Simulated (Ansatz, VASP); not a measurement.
**Ge in VASP and in Ansatz**

```xyz
2
Lattice="-0.0566 2.8005 2.8005 2.8005 -0.0566 2.8005 2.8005 2.8005 -0.0566" Properties=species:S:1:pos:R:3 pbc="T T T"
Ge    2.7722    2.7722    2.7722
Ge    4.1583    4.1583    4.1583
```

Change from the starting cell: equal xy, yz and zx shear strains of -2 %.

Alike in both runs: task single point; functional PBEsol; k mesh 11 × 11 × 11; occupations fermi-dirac, width 0.05 eV; no spin polarisation.

```csv
,VASP,Ansatz
version,VASP 6.6.1,Ansatz 0.2.0
potentials or method,"VASP PAW PBE potentials, release 64 (Ge_d), cutoff 520 eV","all-electron LAPW, scalar-relativistic"
```

```tsv
	VASP	Ansatz	Ansatz less VASP
pressure (GPa)	0.8	0.8	+0.05
traceless stress, the component that is largest in VASP (GPa)	1.72	1.72	-0.002
rms of the force components (eV/Å)	0.196	0.197	+0.0012
```

VASP's potentials were made for PBE, not for PBEsol. Atom by atom the forces differ by 0.001 eV/Å (rms over components). Ansatz ran all-electron here, and VASP with PAW potentials.
